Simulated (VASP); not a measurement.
TaTlO2, 4 atoms in the cell. The structure is hexagonal, space group P6/mmm (No. 191). The conventional cell has a = 3.669 Å, b = 3.669 Å, c = 6.216 Å, α = 90.00°, β = 90.00°, γ = 120.00°. Ta (site symmetry 6/mmm) has 6 O at 2.12 Å within 2.8 Å. Within 4.1 Å of Tl (site symmetry 6/mmm) lie 2 Ta at 3.11 Å and 6 Tl at 3.67 Å and 12 O at 3.76 Å. O (site symmetry -6m2) has 3 Ta at 2.12 Å and 3 O at 2.12 Å within 2.8 Å. The cell was built from a structure type or drawn by symmetry, and may not be a known phase.

| Quantity | Value |
| --- | --- |
| Program | VASP 6.6.1 |
| Task | single point |
| Functional | PBE |
| Potentials or basis | VASP PAW PBE potentials, release 64 (Ta_pv, Tl_d, O) |
| Cutoff | 520 eV |
| k mesh | 12 × 12 × 8 |
| Occupations | gaussian, width 0.1 eV |
| Spin | no spin polarisation |
| Dipole correction | no |
| Further INCAR settings | ALGO = Normal; EDIFF = 1e-06; NBANDS = 26 |

Potentials or basis: VASP PAW PBE potentials, release 64 (Ta_pv, Tl_d, O).

Run with:

```sh
$ cat potpaw_PBE.64/Ta_pv/POTCAR potpaw_PBE.64/Tl_d/POTCAR potpaw_PBE.64/O/POTCAR > POTCAR
$ mpirun -np 1 vasp_std > vasp.out
```

Hardware: 1 thread of Intel Xeon 8259CL (shared host).

Q: Estimate the wall time of this run.

A: Run time: 4.6 min on 1 thread of Intel Xeon 8259CL (shared host), peak memory 0.32 GiB. Counts: scf iterations 14, k points 95.
